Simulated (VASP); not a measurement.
Crystal: Si3Ge.

```xyz
4
Lattice="2.8271 0.0000 0.0000 -1.4135 2.4483 0.0000 0.0000 0.0000 9.1821" Properties=species:S:1:pos:R:3 pbc="T T T"
Si    0.0000    1.6322    6.6975
Si    0.0000    1.6322    2.4846
Si    1.4135    0.8161    4.5911
Ge    1.4135    0.8161    0.0000
```

- Program: VASP 6.6.1
- Task: relaxation of cell and atoms
- Functional: PBE
- Potentials or basis: VASP PAW PBE potentials, release 64 (Si, Ge_d)
- Cutoff: 500 eV
- k mesh: 18 × 18 × 6
- Occupations: gaussian, width 0.1 eV
- Spin: no spin polarisation

At the start: pressure 0.0 GPa; volume 15.89 Å³/atom.

Problem. How do energy, volume and symmetry change on relaxing?

Solution. Over 10 steps the energy falls by 4.6 meV/atom and the volume is 15.83 Å³/atom (-0.4 %); space group P-6m2 (No. 187, to 0.1 Å) before and after.

Step by step:
| step | energy change (eV) | largest force (eV/Å) | pressure (GPa) | volume (Å³) |
| --- | --- | --- | --- | --- |
| 1 | 0.0000 | 0.2453 | 0.00 | 63.55 |
| 2 | -0.0154 | 0.1168 | -0.17 | 63.55 |
| 3 | -0.0176 | 0.0515 | -0.24 | 63.55 |
| 4 | -0.0179 | 0.0220 | -0.26 | 63.55 |
| 5 | -0.0179 | 0.0171 | -0.26 | 63.55 |
| 6 | -0.0182 | 0.0177 | 0.05 | 63.28 |
| 7 | -0.0182 | 0.0177 | 0.05 | 63.30 |
| 8 | -0.0182 | 0.0176 | 0.03 | 63.31 |
| 9 | -0.0182 | 0.0157 | 0.02 | 63.31 |
| 10 | -0.0183 | 0.0098 | 0.00 | 63.31 |

Final structure:
```cif
data_structure
_symmetry_space_group_name_H-M 'P 1'
_symmetry_Int_Tables_number 1
_cell_length_a 2.8026
_cell_length_b 2.8026
_cell_length_c 9.3067
_cell_angle_alpha 90.000
_cell_angle_beta 90.000
_cell_angle_gamma 120.000
_cell_volume 63.31
loop_
_atom_site_label
_atom_site_type_symbol
_atom_site_fract_x
_atom_site_fract_y
_atom_site_fract_z
_atom_site_occupancy
Si1 Si 0.33333 0.66667 0.73208 1
Si2 Si 0.33333 0.66667 0.26792 1
Si3 Si 0.66667 0.33333 0.50000 1
Ge1 Ge 0.66667 0.33333 0.00000 1
```

Caveat: the highest band is partly filled, so the run has too few bands.
